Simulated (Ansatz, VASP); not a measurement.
## Two plane-wave programs on Pt

```
CELL_PARAMETERS angstrom
0.00000 2.14412 1.83730
2.14412 0.00000 1.83730
2.14412 2.14412 0.00000
ATOMIC_POSITIONS crystal
Pt 0.00000 0.00000 0.00000
```

Alike in both runs: task single point; functional PBE; k mesh 22 × 22 × 22; occupations gaussian, width 0.15 eV; no spin polarisation.

|  | VASP | Ansatz |
| --- | --- | --- |
| version | VASP 6.6.1 | Ansatz 0.2.0 |
| potentials or method | VASP PAW PBE potentials, release 64 (Pt), cutoff 520 eV | scalar-relativistic, plane waves, PAW |
| valence electrons in the cell | 10 | 18 |

|  | VASP | Ansatz | Ansatz less VASP |
| --- | --- | --- | --- |
| gap on the k mesh at the Fermi level (eV) | none | none | - |
| pressure (GPa) | -14.6 | -14.3 | +0.32 |
| traceless stress, the component that is largest in VASP (GPa) | 3.14 | 3.16 | +0.021 |

A gap of «none» marks a metal or a gap that the smearing closes. VASP's potentials hold 10 valence electrons a cell and Ansatz's 18, so a difference there can come from the potentials and not from the codes.

Neither program's run includes spin-orbit coupling.
